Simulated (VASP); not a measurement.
Input of a VASP 6.6.1 run:

File INCAR:

```
PREC     = Accurate       # precision mode
ENCUT    = 600            # plane-wave cutoff, eV
EDIFF    = 1E-6           # SCF threshold, eV
ISMEAR   = 0              # smearing method
SIGMA    = 0.1            # smearing width, eV
LREAL    = F              # projectors in reciprocal space
LASPH    = T              # aspherical terms in the spheres
NELM     = 60             # most SCF steps
ALGO     = Fast           # electronic algorithm
ISIF     = 3              # what is computed and relaxed
LWAVE    = F              # write WAVECAR
LCHARG   = F              # write CHGCAR
GGA      = PS             # functional
IBRION   = 2              # ionic algorithm
NSW      = 80             # ionic steps
EDIFFG   = -0.01          # ionic threshold
```

File KPOINTS:

```
regular mesh
0
Gamma
  18 18 10
```

Contents of POSCAR:

```
Ag
1.0
    2.8744896841      0.0000000000      0.0000000000
   -1.4372448420      2.4893810893      0.0000000000
    0.0000000000      0.0000000000      4.6823587349
Ag
2
Direct
    0.3333333333      0.6666666667      0.2500000000
    0.6666666667      0.3333333333      0.7500000000
```

Potentials or basis: VASP PAW PBE potentials, release 64 (Ag).

The run is started by

```console
$ cat potpaw_PBE.64/Ag/POTCAR > POTCAR
$ mpirun -np 1 vasp_std > vasp.out
```

Task: Estimate the relaxed cell.

Result: a = 2.865 Å, b = 2.865 Å, c = 4.690 Å, α = 90.00°, β = 90.00°, γ = 120.00°.

Task: What does it give for the band gap on the k mesh?

Result: Zero (bands 11 and 12 overlap by 7.53 eV).

Task: What does it give for the space group after relaxing (to 0.1 Å)?

Result: P6_3/mmc (No. 194).

Task: Predict the relaxed volume.

Result: 16.66 Å³/atom.

Final structure:
```cif
data_structure
_symmetry_space_group_name_H-M 'P 1'
_symmetry_Int_Tables_number 1
_cell_length_a 2.8647
_cell_length_b 2.8647
_cell_length_c 4.6896
_cell_angle_alpha 90.000
_cell_angle_beta 90.000
_cell_angle_gamma 120.000
_cell_volume 33.33
loop_
_atom_site_label
_atom_site_type_symbol
_atom_site_fract_x
_atom_site_fract_y
_atom_site_fract_z
_atom_site_occupancy
Ag1 Ag 0.33333 0.66667 0.25000 1
Ag2 Ag 0.66667 0.33333 0.75000 1
```

Caveat: the PAW data sets were made with another functional, which shifts forces and pressure a little.
